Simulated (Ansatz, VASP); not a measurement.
## One calculation of Cs, two programs

The input INCAR:

```
PREC = Accurate
ENCUT = 500
EDIFF = 1E-7
ISMEAR = -1
SIGMA = 0.05
LREAL = F
LASPH = T
NELM = 120
ALGO = Normal
ISIF = 3
LWAVE = F
LCHARG = F
GGA = CA
IBRION = 2
NSW = 45
EDIFFG = -0.005
GGA_COMPAT = F
NELMIN = 4
```

The input KPOINTS:

```
regular mesh
0
Gamma
  10 10 10
```

Contents of POSCAR:

```
Cs
1.0
    0.0000000000      3.6337111148      3.6337111148
    3.6337111148      0.0000000000      3.6337111148
    3.6337111148      3.6337111148      0.0000000000
Cs
1
Direct
    0.0000000000      0.0000000000      0.0000000000
```

Input for Ansatz:

```yaml
crystal:
  lattice:
    - [0.0, 3.6337111148, 3.6337111148]
    - [3.6337111148, 0.0, 3.6337111148]
    - [3.6337111148, 3.6337111148, 0.0]
  atoms:
    - { symbol: Cs, position: [0.0, 0.0, 0.0] }
kpoints:
  mp_grid: { grid: [10, 10, 10] }
scf:
  occupations: { method: fermi_dirac, width: 0.05 }
hamiltonian:
  xc: lda
  pseudopotentials: { kind: all_electron, lapw: { basis_error: 0.0005 } }
output:
  forces: true
  stress: true
  eigenvalues: true
  populations: true
relax:
  f_tol: 0.005
  max_steps: 25
  cell: {}
```

Alike in both runs: task relaxation of cell and atoms; functional LDA; k mesh 10 × 10 × 10; occupations fermi-dirac, width 0.05 eV; no spin polarisation.

```csv
,VASP,Ansatz
version,VASP 6.6.1,Ansatz 0.2.0
potentials or method,"VASP PAW LDA potentials, release 64 (Cs_sv), cutoff 500 eV","all-electron LAPW, scalar-relativistic"
```

Ansatz gave:

| Item | Value |
| --- | --- |
| relaxed volume (Å³/atom) | 95.96 |
| relaxed length of the cell vector where the two differ most in proportion (Å) | 5.139 |

Q: What did VASP give for the same quantities?

A: Relaxed volume (Å³/atom): 96.43; relaxed length of the cell vector where the two differ most in proportion (Å): 5.147.

LDA's correlation is that of Perdew and Zunger in VASP and of Perdew and Wang (1992) in Ansatz. Ansatz ran all-electron here, and VASP with PAW potentials.

Neither program's run includes spin-orbit coupling.
